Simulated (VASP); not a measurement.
Crystal: KF.

```
K F
1.0
     3.17887    0.00000    0.00000
     0.00000    3.17887    0.00000
     0.00000    0.00000    3.17887
K F
1 1
Direct
  0.00000 0.00000 0.00000
  0.50000 0.50000 0.50000
```

Base run:

* Program: VASP 6.6.1
* Functional: PBE
* Dispersion: D3(BJ)
* Potentials or basis: VASP PAW PBE potentials, release 64 (K_sv, F)
* Cutoff: 600 eV
* k mesh: 6 × 6 × 6
* Occupations: gaussian, width 0.01 eV
* Spin: no spin polarisation

Its results: band gap on the k mesh 6.80 eV (least direct gap 6.84 eV); pressure 1.1 GPa.

Problem. After a change of settings the same cell gave: band gap on the k mesh 6.80 eV (least direct gap 6.84 eV); pressure 2.9 GPa. Which change was it?
A. dispersion from D3(BJ) to none; k mesh from 6 × 6 × 6 to 2 × 2 × 2
B. functional from PBE to r2SCAN; dispersion from D3(BJ) to none; cutoff from 600 eV to 660 eV
C. dispersion from D3(BJ) to none; occupations from gaussian, width 0.01 eV to methfessel-paxton, width 0.2 eV

Solution. C.

Caveats: the structure was generated, so it needn't be the stable form of KF.
